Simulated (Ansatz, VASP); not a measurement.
# ReBiH4 in VASP and in Ansatz

```
CELL_PARAMETERS angstrom
0.00000 3.13451 3.13451
3.13451 0.00000 3.13451
3.13451 3.13451 0.00000
ATOMIC_POSITIONS crystal
Re 0.25000 0.25000 0.25000
Bi 0.00000 0.00000 0.00000
H 0.23154 0.58949 0.58949
H 0.58949 0.58949 0.58949
H 0.58949 0.23154 0.58949
H 0.58949 0.58949 0.23154
```

Alike in both runs: task relaxation of cell and atoms; functional PBE; k mesh 10 × 10 × 10; occupations gaussian, width 0.1 eV; no spin polarisation.

```csv
,VASP,Ansatz
version,VASP 6.6.1,Ansatz 0.2.0
potentials or method,"VASP PAW PBE potentials, release 64 (Re, Bi_d, H), cutoff 600 eV","scalar-relativistic, plane waves, PAW"
valence electrons in the cell,26,34
```

|  | VASP | Ansatz | Ansatz less VASP |
| --- | --- | --- | --- |
| gap on the k mesh at the Fermi level, each at its own relaxed structure (eV) | none | none | - |
| relaxed volume (Å³/atom) | 10.24 | 10.24 | +0.003 |
| relaxed cell length with the largest relative difference (Å) | 4.429 | 4.429 | +0.0005 |

A gap of «none» marks a metal or a gap that the smearing closes. VASP's potentials hold 26 valence electrons a cell and Ansatz's 34, so a difference there can come from the potentials and not from the codes.

Neither program's run includes spin-orbit coupling.
